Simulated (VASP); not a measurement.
Crystal: Te.

```
CELL_PARAMETERS angstrom
4.44693 0.00000 0.00000
-2.22346 3.85115 0.00000
0.00000 0.00000 5.91492
ATOMIC_POSITIONS crystal
Te 0.26900 0.00000 0.16667
Te 0.00000 0.26900 0.83333
Te 0.73100 0.73100 0.50000
```

- Program: VASP 6.6.1
- Task: relaxation of cell and atoms
- Functional: PBE
- Potentials or basis: VASP PAW PBE potentials, release 64 (Te)
- Cutoff: 600 eV
- k mesh: 9 × 9 × 6
- Occupations: gaussian, width 0.01 eV
- Spin: no spin polarisation

At the start: pressure 1.7 GPa; volume 33.77 Å³/atom.

Q: How do energy, volume and symmetry change on relaxing?

A: Over 8 steps the energy falls by 6.2 meV/atom and the volume is 35.07 Å³/atom (+3.8 %); space group P3_221 (No. 154, to 0.05 Å).

The path:
```csv
step,energy change (eV),largest force (eV/Å),pressure (GPa),volume (Å³)
1,0.0000,0.1878,1.69,101.30
2,-0.0100,0.1209,-0.97,106.62
3,-0.0179,0.0050,0.02,104.44
4,-0.0181,0.0065,0.02,104.52
5,-0.0184,0.0113,0.02,104.76
6,-0.0184,0.0128,0.01,104.84
7,-0.0185,0.0113,0.00,104.93
8,-0.0185,0.0069,-0.02,105.20
```

Final structure:
```yaml
crystal:
  lattice:
    - [4.51601, 0.00000, 0.00000]
    - [-2.25801, 3.91098, 0.00000]
    - [0.00000, 0.00000, 5.95613]
  atoms:
    - { symbol: Te, position: [0.26907, 0.00000, 0.16667] }
    - { symbol: Te, position: [0.00000, 0.26907, 0.83333] }
    - { symbol: Te, position: [0.73093, 0.73093, 0.50000] }
```
